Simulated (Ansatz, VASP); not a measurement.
# Two plane-wave programs on Nb2PdSe5

INCAR

```
SYSTEM = Nb2PdSe5
PREC = Accurate
ENCUT = 520
EDIFF = 1E-6
ISMEAR = 0
SIGMA = 0.1
LREAL = .FALSE.
LASPH = .TRUE.
NELM = 150
ALGO = Normal
ISIF = 2
LWAVE = .FALSE.
LCHARG = .FALSE.
ISPIN = 2
MAGMOM = 0 0 1 0 0 0 0 0
LORBIT = 11
LMAXMIX = 4
GGA = PE
NBANDS = 47
```

File KPOINTS:

```
Automatic mesh
0
G
  4 4 4
  0 0 0
```

Contents of POSCAR:

```
Nb2PdSe5
1.0
   -2.6526612386      3.1536408024      5.3224999174
    2.6526612386     -3.1536408024      5.3224999174
    2.6526612386      3.1536408024     -5.3224999174
Nb Pd Se
2 1 5
Direct
    0.0000000000      0.0000000000      0.0000000000
    0.5000000000      0.0000000000      0.5000000000
    0.5000000000      0.5000000000      0.0000000000
    0.5578944545      0.8100720625      0.7478223919
    0.9377503294      0.1899279375      0.7478223919
    0.4421055455      0.1899279375      0.2521776081
    0.0622496706      0.8100720625      0.2521776081
    0.0000000000      0.5000000000      0.5000000000
```

Input for Ansatz:

```yaml
crystal:
  lattice:
    - [-2.6526612386, 3.1536408024, 5.3224999174]
    - [2.6526612386, -3.1536408024, 5.3224999174]
    - [2.6526612386, 3.1536408024, -5.3224999174]
  atoms:
    - { symbol: Nb, position: [0.0, 0.0, 0.0] }
    - { symbol: Nb, position: [0.5, 0.0, 0.5] }
    - { symbol: Pd, position: [0.5, 0.5, 0.0], spin: 1.0 }
    - { symbol: Se, position: [0.5578944545, 0.8100720625, 0.7478223919] }
    - { symbol: Se, position: [0.9377503294, 0.1899279375, 0.7478223919] }
    - { symbol: Se, position: [0.4421055455, 0.1899279375, 0.2521776081] }
    - { symbol: Se, position: [0.0622496706, 0.8100720625, 0.2521776081] }
    - { symbol: Se, position: [0.0, 0.5, 0.5] }
basis:
  ecutwfc: 420
kpoints:
  mp_grid: { grid: [4, 4, 4] }
hamiltonian:
  xc: pbe
scf:
  occupations: { method: gaussian, width: 0.1 }
  lower_state_search: "off"
output:
  forces: true
  stress: true
  eigenvalues: true
  populations: true
magnetization:
  spin_polarized: true
```

Alike in both runs: task single point; functional PBE; k mesh 4 × 4 × 4; occupations gaussian, width 0.1 eV; collinear spin.

|  | VASP | Ansatz |
| --- | --- | --- |
| version | VASP 6.6.1 | Ansatz 0.2.0 |
| potentials or method | VASP PAW PBE potentials, release 64 (Nb_sv, Pd, Se), cutoff 520 eV | scalar-relativistic, plane waves, PAW |
| valence electrons in the cell | 66 | 124 |

|  | VASP | Ansatz | Ansatz less VASP |
| --- | --- | --- | --- |
| gap on the k mesh at the Fermi level (eV) | none | none | - |
| pressure (GPa) | 0.5 | 0.5 | +0.04 |
| traceless stress, the component that is largest in VASP (GPa) | 0.80 | 0.79 | -0.005 |
| rms of the force components (eV/Å) | 0.066 | 0.064 | -0.0016 |
| net moment per atom (μB) | 0.00 | 0.00 | 0.000 |

Atom by atom the forces differ by 0.002 eV/Å (rms over components). A gap of «none» marks a metal or a gap that the smearing closes. The functional is the same, so the differences come from potentials, cutoffs and numerics. VASP's potentials hold 66 valence electrons a cell and Ansatz's 124, so a difference there can come from the potentials and not from the codes. Ansatz's warnings: seeded moment not kept.

The k mesh is coarse, so the values compare programs but aren't converged.
